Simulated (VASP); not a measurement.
# KBr (P6_3/mmc) in VASP: a series of runs

Runs on KBr. Level: r2SCAN. Tasks: single point.

Program: VASP 6.6.1. These are calculated values, not measurements. Logs are shortened: lines on timing, memory, paths and dates and some standing lists are left out, and cuts for length are marked.

## (1) The cell of the first run

Symmetry: P6_3/mmc, No. 194, hexagonal system. The conventional cell has a = 4.559 Å, b = 4.559 Å, c = 8.020 Å, α = 90.00°, β = 90.00°, γ = 120.00°. K (site symmetry -3m) has 6 Br at 3.31 Å and 8 K at 4.01 to 4.56 Å within 4.6 Å. Br (site symmetry -6m2) has 6 K at 3.31 Å and 6 Br at 4.56 Å within 4.6 Å.

## (2) Single point, r2SCAN

POSCAR reads:

```
KBr
1.0
    4.5592982551      0.0000000000      0.0000000000
   -2.2796491275      3.9484681123      0.0000000000
    0.0000000000      0.0000000000      8.0200647354
K Br
2 2
Direct
    0.0000000000      0.0000000000      0.0000000000
    0.0000000000      0.0000000000      0.5000000000
    0.3333333333      0.6666666667      0.2500000000
    0.6666666667      0.3333333333      0.7500000000
```

INCAR.step1 reads:

```
ALGO = Normal ; EDIFF = 1E-4
ENCUT = 520 ; GGA = PE
ISMEAR = 0 ; LASPH = True
LCHARG = False ; LREAL = False
LWAVE = True ; NBANDS = 24
NELM = 60 ; PREC = Accurate
SIGMA = 0.01
```

INCAR.step2 reads:

```
ALGO = Normal ; EDIFF = 1E-7
ENCUT = 520 ; ISIF = 2
ISMEAR = 0 ; ISTART = 1
LASPH = True ; LCHARG = False
LMIXTAU = True ; LREAL = False
LWAVE = False ; METAGGA = R2SCAN
NBANDS = 24 ; NELM = 60
PREC = Accurate ; SIGMA = 0.01
```

KPOINTS reads:

```
k-points
0
Gamma
  6 6 4
```

Potentials or basis: VASP PAW PBE potentials, release 64 (K_sv, Br).

Started as:

```
cat potpaw_PBE.64/K_sv/POTCAR potpaw_PBE.64/Br/POTCAR > POTCAR
cp INCAR.step1 INCAR
mpirun -np 1 vasp_std > vasp.out
cp INCAR.step2 INCAR
mpirun -np 1 vasp_std > vasp.out
```

OUTCAR:

```text
EDIFF = 1E-7
   ENCUT = 520
   ISIF = 2
   ISMEAR = 0
   ISTART = 1
   LASPH = True
   LREAL = False
   METAGGA = R2SCAN
   NELM = 60
   PREC = Accurate

 ion  position               nearest neighbor table
   1  0.000  0.000  0.000-
   2  0.000  0.000  0.500-
   3  0.333  0.667  0.250-
   4  0.667  0.333  0.750-

  LATTYP: Found a hexagonal cell.
 ALAT       =     4.5592982551
 C/A-ratio  =     1.7590568299

  Lattice vectors:

 A1 = (   4.5592982551,   0.0000000000,   0.0000000000)
 A2 = (  -2.2796491275,   3.9484681123,   0.0000000000)
 A3 = (   0.0000000000,   0.0000000000,   8.0200647354)

Analysis of symmetry for initial positions (statically):
=====================================================================
 Subroutine PRICEL returns:
 Original cell was already a primitive cell.

 Routine SETGRP: Setting up the symmetry group for a
 hexagonal supercell.

 Subroutine GETGRP returns: Found 24 space group operations
 (whereof 12 operations were pure point group operations)
 out of a pool of 24 trial point group operations.

The static configuration has the point symmetry D_3d.
 The point group associated with its full space group is D_6h.

Analysis of symmetry for dynamics (positions and initial velocities):
=====================================================================
 Subroutine PRICEL returns:
 Original cell was already a primitive cell.

 Routine SETGRP: Setting up the symmetry group for a
 hexagonal supercell.

 Subroutine GETGRP returns: Found 24 space group operations
 (whereof 12 operations were pure point group operations)
 out of a pool of 24 trial point group operations.

The dynamic configuration has the point symmetry D_3d.
 The point group associated with its full space group is D_6h.

 Subroutine INISYM returns: Found 24 space group operations
 (whereof 12 operations are pure point group operations),
 and found     1 'primitive' translations

----------------------------------------------------------------------------------------

                                     Primitive cell

  volume of cell :     144.3792

  direct lattice vectors                    reciprocal lattice vectors
     4.559298255  0.000000000  0.000000000     0.219331999  0.126631389  0.000000000
    -2.279649127  3.948468112  0.000000000     0.000000000  0.253262777  0.000000000
     0.000000000  0.000000000  8.020064735     0.000000000  0.000000000  0.124687273

  length of vectors
     4.559298255  4.559298255  8.020064735     0.253262777  0.253262777  0.124687273

  position of ions in fractional coordinates (direct lattice)
     0.000000000  0.000000000  0.000000000
     0.000000000  0.000000000  0.500000000
     0.333333333  0.666666667  0.250000000
     0.666666667  0.333333333  0.750000000

  ion indices of the primitive-cell ions
   primitive index   ion index
                 1           1
                 2           2
                 3           3
                 4           4

----------------------------------------------------------------------------------------

 KPOINTS: k-points

Automatic generation of k-mesh.
 Grid dimensions read from file:
 generate k-points for:    6    6    4

 Generating k-lattice:

  Cartesian coordinates                     Fractional coordinates (reciprocal lattice)
     0.036555333  0.021105231  0.000000000     0.166666667  0.000000000  0.000000000
     0.000000000  0.042210463  0.000000000     0.000000000  0.166666667  0.000000000
     0.000000000  0.000000000  0.031171818     0.000000000  0.000000000  0.250000000

  Length of vectors
     0.042210463  0.042210463  0.031171818

  Shift w.r.t. Gamma in fractional coordinates (k-lattice)
     0.000000000  0.000000000  0.000000000

 Subroutine IBZKPT returns following result:
 ===========================================

 Found     21 irreducible k-points:

 Following reciprocal coordinates:
            Coordinates               Weight
  0.000000  0.000000  0.000000      1.000000
  0.166667 -0.000000  0.000000      6.000000
  0.333333  0.000000  0.000000      6.000000
  0.500000 -0.000000  0.000000      3.000000
  0.166667  0.166667  0.000000      6.000000
  0.333333  0.166667  0.000000     12.000000
[... 13 lines left out ...]
  0.333333  0.166667  0.500000     12.000000
  0.333333  0.333333  0.500000      2.000000
   k-points           NKPTS =     21   k-points in BZ     NKDIM =     21   number of bands    NBANDS=     24
   number of dos      NEDOS =    301   number of ions     NIONS =      4
   total plane-waves  NPLWV =  77760
   dimension x,y,z NGX =    36 NGY =   36 NGZ =   60
   dimension x,y,z NGXF=    72 NGYF=   72 NGZF=  120
   ions per type =               2   2
   NGX,Y,Z   is equivalent  to a cutoff of  13.13, 13.13, 12.44 a.u.
   NGXF,Y,Z  is equivalent  to a cutoff of  26.25, 26.25, 24.87 a.u.
 SYSTEM =  unknown system
   PREC   = accura    normal or accurate (medium, high low for compatibility)
   ISTART =      1    job   : 0-new  1-cont  2-samecut
   ICHARG =      0    charge: 1-file 2-atom 10-const
   ISPIN  =      1    spin polarized calculation?
   LNONCOLLINEAR =      F non collinear calculations
   LSORBIT =      F    spin-orbit coupling
   LASPH  =      T    aspherical Exc in radial PAW
   ENCUT  =  520.0 eV  38.22 Ry    6.18 a.u.   8.48  8.48 14.91*2*pi/ulx,y,z
   NELM   =     60;   NELMIN=  2; NELMDL=  0     # of ELM steps
   EDIFF  = 0.1E-06   stopping-criterion for ELM
   LREAL  =      F    real-space projection
   EDIFFG = 0.1E-05   stopping-criterion for IOM
   NSW    =      0    number of steps for IOM
   IBRION =     -1    ionic relax: 0-MD 1-quasi-New 2-CG
   NFREE  =      0    steps in history (QN), initial steepest desc. (CG)
   ISIF   =      2    stress and relaxation
   ISYM   =      2    0-nonsym 1-usesym 2-fastsym
   POTIM  = 0.5000    time-step for ionic-motion
   TEBEG  =    0.0;   TEEND  =   0.0 temperature during run
   PSTRESS=    0.0 pullay stress
   NELECT =      32.0000    total number of electrons
   NUPDOWN=      -1.0000    fix difference up-down
   EMIN   =  10.00;   EMAX   =-10.00  energy-range for DOS
   EFERMI =   0.00;   METHOD = LEGACY
   ISMEAR =     0;   SIGMA  =   0.01  broadening in eV -4-tet -1-fermi 0-gaus
   EFERMI_NEDOS =   21; number of points for ismear=-14 and -15
   IALGO  =     38    algorithm
   IMIX   =      4    mixing-type and parameters
     AMIX     =   0.40;   BMIX     =  1.00
     AMIX_MAG =   1.60;   BMIX_MAG =  1.00
  volume/ion in A,a.u.               =      36.09       243.58
  Fermi-wavevector in a.u.,A,eV,Ry     =   0.990733  1.872214 13.354826  0.981552
  Thomas-Fermi vector in A             =   2.122424
   LORBIT       =      0    0 simple, 1 ext, 2 COOP (PROOUT), +10 PAW based schemes
   METAGGA = R2SCAN    functional components
   LHFCALC =     F    Hartree Fock is set to
   AEXX    =    0.0000 exact exchange contribution
   IVDW    =     0    specifies the selected vdW correction
   LEPSILON=     F    determine dielectric tensor
   LRPA    =     F    only Hartree local field effects (RPA)
 non-spin polarized calculation
 Gauss-broadening in eV      SIGMA  =   0.01
  energy-cutoff  :      520.00
  volume of cell :      144.38
 maximum number of plane-waves:      3930
 NGX is ok and might be reduce to    36
   NGX = 17   NGY = 17   NGZ = 29

 number of electron      32.0000000 magnetization

 Free energy of the ion-electron system (eV)
  ---------------------------------------------------
  ext. energy  EPLUGINS =         0.00000000
  ---------------------------------------------------
  free energy    TOTEN  =       -46.39360569 eV

  energy without entropy =      -46.39360569  energy(sigma->0) =      -46.39360569

 E-fermi :  -1.9582     XC(G=0):  -7.7252

 val. band max:       -2.0856564695   @ k =   0.0000   0.0000   0.0000
 cond. band min:       2.9102087502   @ k =   0.0000   0.0000   0.0000
 fundamental gap:      4.9958652197
 Fermi energy:        -1.9581548334

 k-point     1 :       0.0000    0.0000    0.0000
  band No.  band energies     occupation
      1     -31.1443      2.00000
      2     -31.1329      2.00000
      3     -15.1045      2.00000
      4     -14.8730      2.00000
      5     -13.8504      2.00000
      6     -13.8504      2.00000
[... 16 lines left out ...]
     23       6.6453      0.00000
     24       6.7790      0.00000

 k-point     2 :       0.1667   -0.0000    0.0000
  band No.  band energies     occupation
      1     -31.1430      2.00000
      2     -31.1319      2.00000
      3     -15.0451      2.00000
      4     -14.9122      2.00000
      5     -13.8562      2.00000
      6     -13.8486      2.00000
[... 16 lines left out ...]
     23       6.8308      0.00000
     24       6.9170      0.00000

 k-point     3 :       0.3333    0.0000    0.0000
  band No.  band energies     occupation
      1     -31.1406      2.00000
      2     -31.1298      2.00000
      3     -15.0132      2.00000
      4     -14.8651      2.00000
      5     -13.8911      2.00000
      6     -13.8677      2.00000
[... 16 lines left out ...]
     23       7.6657      0.00000
     24       7.8398      0.00000

 k-point     4 :       0.5000   -0.0000    0.0000
  band No.  band energies     occupation
      1     -31.1394      2.00000
      2     -31.1288      2.00000
      3     -15.0424      2.00000
      4     -14.7682      2.00000
      5     -13.9701      2.00000
      6     -13.9121      2.00000
[... 16 lines left out ...]
     23       8.2187      0.00000
     24       8.3364      0.00000

 k-point     5 :       0.1667    0.1667    0.0000
  band No.  band energies     occupation
      1     -31.1412      2.00000
      2     -31.1303      2.00000
      3     -14.9573      2.00000
      4     -14.9507      2.00000
      5     -13.8864      2.00000
      6     -13.8763      2.00000
[... 370 lines left out ...]
 k-point    19 :       0.1667    0.1667    0.5000
  band No.  band energies     occupation
      1     -31.1358      2.00000
      2     -31.1358      2.00000
      3     -14.9488      2.00000
      4     -14.9488      2.00000
      5     -13.8892      2.00000
      6     -13.8892      2.00000
[... 16 lines left out ...]
     23       7.8726      0.00000
     24       7.8726      0.00000

 k-point    20 :       0.3333    0.1667    0.5000
  band No.  band energies     occupation
      1     -31.1341      2.00000
      2     -31.1341      2.00000
      3     -14.9206      2.00000
      4     -14.9206      2.00000
      5     -13.8918      2.00000
      6     -13.8918      2.00000
[... 16 lines left out ...]
     23       8.0647      0.00000
     24       8.0647      0.00000

 k-point    21 :       0.3333    0.3333    0.5000
  band No.  band energies     occupation
      1     -31.1335      2.00000
      2     -31.1335      2.00000
      3     -14.9092      2.00000
      4     -14.9092      2.00000
      5     -13.9024      2.00000
      6     -13.9024      2.00000
[... 16 lines left out ...]
     23       7.6947      0.00000
     24       7.6971      0.00000

------------------------ aborting loop because EDIFF is reached ----------------------------------------

  FORCE on cell =-STRESS in cart. coord.  units (eV):
  Direction    XX          YY          ZZ          XY          YZ          ZX
  --------------------------------------------------------------------------------------
  -------------------------------------------------------------------------------------
  Total        0.0298220      0.0298220      0.0081060      0.0000000      0.0000000     -0.0000000
  in kB        0.3309351      0.3309351      0.0899521      0.0000000      0.0000000     -0.0000000
  external PRESSURE =       0.2506075 kB  Pullay stress =       0.0000000 kB

 VOLUME and BASIS-vectors are now :
 -----------------------------------------------------------------------------
  energy-cutoff  :      520.00
  volume of cell :      144.38
      direct lattice vectors                 reciprocal lattice vectors
     4.559298255  0.000000000  0.000000000     0.219331999  0.126631389  0.000000000
    -2.279649127  3.948468112  0.000000000     0.000000000  0.253262777  0.000000000
     0.000000000  0.000000000  8.020064735     0.000000000  0.000000000  0.124687273

 POSITION                                       TOTAL-FORCE (eV/Angst)
 -----------------------------------------------------------------------------------
      0.00000      0.00000      0.00000         0.000000      0.000000     -0.000000
      0.00000      0.00000      4.01003         0.000000      0.000000     -0.000000
     -0.00000      2.63231      2.00502        -0.000000     -0.000000      0.000000
      2.27965      1.31616      6.01505         0.000000      0.000000      0.000000
 -----------------------------------------------------------------------------------
    total drift:                               -0.000000      0.000000     -0.000000

  FREE ENERGIE OF THE ION-ELECTRON SYSTEM (eV)
  ---------------------------------------------------
  free  energy   TOTEN  =       -46.3936056903 eV

  energy  without entropy=      -46.3936056903  energy(sigma->0) =      -46.39360569
```

Wall time 2.7 min (1 thread of Intel Xeon 6975P-C (Granite Rapids), shared host); peak memory 0.32 GiB.

What came out:

```
Free energy            : -46.3936 eV
Pressure               : 0.0 GPa
Band gap on the k mesh : 5.00 eV
```

Levels at points of the mesh, in eV from the valence-band top:
```csv
k point,band 14,band 15,band 16,band 17,band 18,band 19
"(0.00, 0.00, 0.00)",-0.18,0.00,0.00,5.00,7.14,7.23
"(0.50, 0.00, 0.00)",-0.56,-0.35,-0.27,6.62,7.42,7.59
"(0.00, 0.00, 0.50)",-0.14,-0.14,-0.14,6.20,6.20,7.85
"(0.50, 0.00, 0.50)",-0.47,-0.31,-0.31,7.24,7.24,7.47
```

Caveat: the PAW data sets were made with another functional, which shifts forces and pressure a little. A k mesh can miss the band edges.

[end of part 1 of 2]
